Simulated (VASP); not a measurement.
# Ca (I4/mmm) in VASP: notebook

Ca is run at these levels: PBEsol; tasks: single point.

All numbers are computed with VASP 6.6.1; they aren't measurements. Logs are shortened: lines on timing, memory, paths and dates and some standing lists are left out, and cuts for length are marked.

### Step 1. The cell of the first run

The structure is tetragonal, space group I4/mmm (No. 139). Conventional cell: a = 3.952 Å, b = 3.952 Å, c = 6.035 Å, α = 90.00°, β = 90.00°, γ = 90.00°. Ca (site symmetry 4/mmm) has 12 Ca at 3.95 to 4.11 Å within 5.2 Å.

### Step 2. Single point, PBEsol (strain +0.000 along x and y, +0.080 along z)

Input file INCAR:

```
PREC = Accurate ; ENCUT = 520
EDIFF = 1E-7 ; ISMEAR = 0
SIGMA = 0.15 ; LREAL = False
LASPH = True ; NELM = 80
ALGO = Normal ; ISIF = 2
LWAVE = False ; LCHARG = True
GGA = PS ; LELF = True
LVHAR = True ; NBANDS = 11
```

Input file KPOINTS:

```
regular mesh
0
Gamma
  14 14 14
```

Input file POSCAR:

```
Ca
1.0
    0.0000000000      2.7942000000      3.0177360000
    2.7942000000      0.0000000000      3.0177360000
    2.7942000000      2.7942000000      0.0000000000
Ca
1
Direct
    0.0000000000      0.0000000000      0.0000000000
```

Potentials or basis: VASP PAW PBE potentials, release 64 (Ca_sv).

On the command line:

```sh
> cat potpaw_PBE.64/Ca_sv/POTCAR > POTCAR
> mpirun -np 1 vasp_std > vasp.out
```

OUTCAR:

```text
PREC = Accurate
   ENCUT = 520
   EDIFF = 1E-7
   ISMEAR = 0
   LREAL = False
   LASPH = True
   NELM = 80
   ISIF = 2
   GGA = PS

 ion  position               nearest neighbor table
   1  0.000  0.000  0.000-

  LATTYP: Found a body centered tetragonal cell.
 ALAT       =     3.9515955360
 C/A-ratio  =     1.5273506474

  Lattice vectors:

 A1 = (  -2.7942000000,   0.0000000000,   3.0177360000)
 A2 = (   2.7942000000,   0.0000000000,   3.0177360000)
 A3 = (   0.0000000000,   2.7942000000,  -3.0177360000)

Analysis of symmetry for initial positions (statically):
=====================================================================
 Subroutine PRICEL returns:
 Original cell was already a primitive cell.

 Routine SETGRP: Setting up the symmetry group for a
 body centered tetragonal supercell.

 Subroutine GETGRP returns: Found 16 space group operations
 (whereof 16 operations were pure point group operations)
 out of a pool of 16 trial point group operations.

The static configuration has the point symmetry D_4h.

Analysis of symmetry for dynamics (positions and initial velocities):
=====================================================================
 Subroutine PRICEL returns:
 Original cell was already a primitive cell.

 Routine SETGRP: Setting up the symmetry group for a
 body centered tetragonal supercell.

 Subroutine GETGRP returns: Found 16 space group operations
 (whereof 16 operations were pure point group operations)
 out of a pool of 16 trial point group operations.

The dynamic configuration has the point symmetry D_4h.

 Subroutine INISYM returns: Found 16 space group operations
 (whereof 16 operations are pure point group operations),
 and found     1 'primitive' translations

----------------------------------------------------------------------------------------

                                     Primitive cell

  volume of cell :      47.1223

  direct lattice vectors                    reciprocal lattice vectors
     0.000000000  2.794200000  3.017736000    -0.178942094  0.178942094  0.165687124
     2.794200000  0.000000000  3.017736000     0.178942094 -0.178942094  0.165687124
     2.794200000  2.794200000  0.000000000     0.178942094  0.178942094 -0.165687124

  length of vectors
     4.112697923  4.112697923  3.951595536     0.302477717  0.302477717  0.302477717

  position of ions in fractional coordinates (direct lattice)
     0.000000000  0.000000000  0.000000000

[... 81 lines left out ...]
   ISIF   =      2    stress and relaxation
   ISYM   =      2    0-nonsym 1-usesym 2-fastsym
   POTIM  = 0.5000    time-step for ionic-motion
   TEBEG  =    0.0;   TEEND  =   0.0 temperature during run
   PSTRESS=    0.0 pullay stress
   NELECT =      10.0000    total number of electrons
   NUPDOWN=      -1.0000    fix difference up-down
   EMIN   =  10.00;   EMAX   =-10.00  energy-range for DOS
   EFERMI =   0.00;   METHOD = LEGACY
   ISMEAR =     0;   SIGMA  =   0.15  broadening in eV -4-tet -1-fermi 0-gaus
   EFERMI_NEDOS =   21; number of points for ismear=-14 and -15
   IALGO  =     38    algorithm
   IMIX   =      4    mixing-type and parameters
     AMIX     =   0.40;   BMIX     =  1.00
     AMIX_MAG =   1.60;   BMIX_MAG =  1.00
  volume/ion in A,a.u.               =      47.12       318.00
  Fermi-wavevector in a.u.,A,eV,Ry     =   0.976486  1.845291 12.973498  0.953525
  Thomas-Fermi vector in A             =   2.107109
   LORBIT       =      0    0 simple, 1 ext, 2 COOP (PROOUT), +10 PAW based schemes
   GGA     = PS    functional components
   LHFCALC =     F    Hartree Fock is set to
   AEXX    =    0.0000 exact exchange contribution
   IVDW    =     0    specifies the selected vdW correction
   LEPSILON=     F    determine dielectric tensor
   LRPA    =     F    only Hartree local field effects (RPA)
 non-spin polarized calculation
 Gauss-broadening in eV      SIGMA  =   0.15
  energy-cutoff  :      520.00
  volume of cell :       47.12
 maximum number of plane-waves:      1307
   NGX = 15   NGY = 15   NGZ = 15

 number of electron      10.0000000 magnetization

 Free energy of the ion-electron system (eV)
  ---------------------------------------------------
  ext. energy  EPLUGINS =         0.00000000
  ---------------------------------------------------
  free energy    TOTEN  =        -2.09003558 eV

  energy without entropy =       -2.07464377  energy(sigma->0) =       -2.08233967

 E-fermi :   1.4809     XC(G=0):  -7.4686

 val. band max:        1.4787842070   @ k =  -0.3571   0.3571   0.0714
 cond. band min:       1.4821906916   @ k =  -0.2143   0.4286   0.2143
 fundamental gap:      0.0034064846
 Fermi energy:         1.4808937789

 k-point     1 :       0.0000    0.0000    0.0000
  band No.  band energies     occupation
      1     -40.6272      2.00000
      2     -21.6313      2.00000
      3     -21.6270      2.00000
      4     -21.6270      2.00000
      5      -2.3542      2.00000
      6       3.4477      0.00000
      7       3.7786      0.00000
      8       3.7786      0.00000
      9       4.3664      0.00000
     10       4.7878      0.00000
     11      10.1922      0.00000
[... 309 lines left out ...]
 k-point    24 :       0.2857    0.1429    0.0000
  band No.  band energies     occupation
      1     -40.6230      2.00000
      2     -21.6718      2.00000
      3     -21.6412      2.00000
      4     -21.6365      2.00000
      5      -1.3113      2.00000
      6       2.7912      0.00000
      7       3.4490      0.00000
      8       4.1002      0.00000
      9       4.3433      0.00000
     10       4.9334      0.00000
     11       8.5611      0.00000

 [... further k-points ...]

------------------------ aborting loop because EDIFF is reached ----------------------------------------

  FORCE on cell =-STRESS in cart. coord.  units (eV):
  Direction    XX          YY          ZZ          XY          YZ          ZX
  --------------------------------------------------------------------------------------
  -------------------------------------------------------------------------------------
  Total       -0.5414060     -0.5414060     -0.7684173      0.0000000      0.0000000      0.0000000
  in kB      -18.4080344    -18.4080344    -26.1265162      0.0000000      0.0000000      0.0000000
  external PRESSURE =     -20.9808617 kB  Pullay stress =       0.0000000 kB

 VOLUME and BASIS-vectors are now :
 -----------------------------------------------------------------------------
  energy-cutoff  :      520.00
  volume of cell :       47.12
      direct lattice vectors                 reciprocal lattice vectors
     0.000000000  2.794200000  3.017736000    -0.178942094  0.178942094  0.165687124
     2.794200000  0.000000000  3.017736000     0.178942094 -0.178942094  0.165687124
     2.794200000  2.794200000  0.000000000     0.178942094  0.178942094 -0.165687124

 POSITION                                       TOTAL-FORCE (eV/Angst)
 -----------------------------------------------------------------------------------
      0.00000      0.00000      0.00000        -0.000000     -0.000000      0.000000
 -----------------------------------------------------------------------------------
    total drift:                               -0.000000     -0.000000     -0.000000

  FREE ENERGIE OF THE ION-ELECTRON SYSTEM (eV)
  ---------------------------------------------------
  free  energy   TOTEN  =        -2.0900355778 eV

  energy  without entropy=       -2.0746437685  energy(sigma->0) =       -2.08233967
```

OSZICAR:

```text
N       E                     dE             d eps       ncg     rms          rms(c)
DAV:   1     0.650237162430E+02    0.65024E+02   -0.48938E+03  5376   0.805E+02
DAV:   2    -0.544627559546E+00   -0.65568E+02   -0.64980E+02  5902   0.204E+02
DAV:   3    -0.202376987621E+01   -0.14791E+01   -0.14623E+01  8196   0.302E+01
DAV:   4    -0.209092850053E+01   -0.67159E-01   -0.66909E-01  7097   0.488E+00
DAV:   5    -0.209229824108E+01   -0.13697E-02   -0.13695E-02  7607   0.599E-01    0.236E+00
DAV:   6    -0.209095304419E+01    0.13452E-02   -0.72358E-03  6475   0.101E+00    0.142E+00
DAV:   7    -0.209015227929E+01    0.80076E-03   -0.14135E-02  5581   0.146E+00    0.873E-02
DAV:   8    -0.209002770082E+01    0.12458E-03   -0.10013E-03  6808   0.261E-01    0.195E-02
DAV:   9    -0.209003533317E+01   -0.76323E-05   -0.80676E-05  7020   0.760E-02    0.655E-03
DAV:  10    -0.209003597904E+01   -0.64587E-06   -0.64470E-06  8086   0.222E-02    0.954E-04
DAV:  11    -0.209003545392E+01    0.52512E-06   -0.20360E-07  5953   0.471E-03    0.113E-03
DAV:  12    -0.209003559243E+01   -0.13851E-06   -0.37384E-08  3847   0.170E-03    0.216E-04
DAV:  13    -0.209003557784E+01    0.14592E-07   -0.75506E-09  3311   0.564E-04
   1 F= -.20900356E+01 E0= -.20823397E+01  d E =-.153918E-01
```

stdout:

```text
POSCAR found type information on POSCAR Ca
 POSCAR found :  1 types and       1 ions
 scaLAPACK will be used
 -----------------------------------------------------------------------------
|                                                                             |
|                                                                             |
|     You enforced a specific xc type in the INCAR file but a different       |
|     I HOPE YOU KNOW WHAT YOU ARE DOING!                                     |
|                                                                             |
 -----------------------------------------------------------------------------

 LDA part: xc-table for (Slater+PW92), standard interpolation
 POSCAR, INCAR and KPOINTS ok, starting setup
 FFT: planning ... GRIDC
 FFT: planning ... GRID_SOFT
 FFT: planning ... GRID
 WAVECAR not read
 entering main loop
```

Run time: 38 s. Hardware: 1 thread of Intel Xeon 6975P-C (Granite Rapids), shared host; peak memory 0.27 GiB.

What came out:

```yaml
Free_energy: -2.0900 eV
Pressure: -2.1 GPa
Band_gap_on_the_k_mesh: zero (bands 5 and 6 overlap by 0.47 eV)
```

Levels at points of the mesh, in eV from the Fermi level:
| k point | band 2 | band 3 | band 4 | band 5 | band 6 | band 7 | band 8 | band 9 |
| --- | --- | --- | --- | --- | --- | --- | --- | --- |
| (0.00, 0.00, 0.00) | -23.11 | -23.11 | -23.11 | -3.84 | 1.97 | 2.30 | 2.30 | 2.89 |
| (0.50, 0.00, 0.00) | -23.20 | -23.13 | -23.12 | -0.95 | -0.22 | 1.89 | 2.27 | 3.65 |
| (0.50, 0.50, 0.00) | -23.19 | -23.13 | -23.13 | -0.55 | 0.37 | 0.70 | 3.74 | 3.86 |
| (0.50, 0.00, 0.50) | -23.20 | -23.16 | -23.14 | -0.28 | 0.59 | 1.02 | 3.65 | 3.73 |

Caveat: the cell differs from its parent crystal (strain +0.000 along x and y, +0.080 along z); the PAW data sets were made with another functional, which shifts forces and pressure a little.

[end of part 1 of 3]
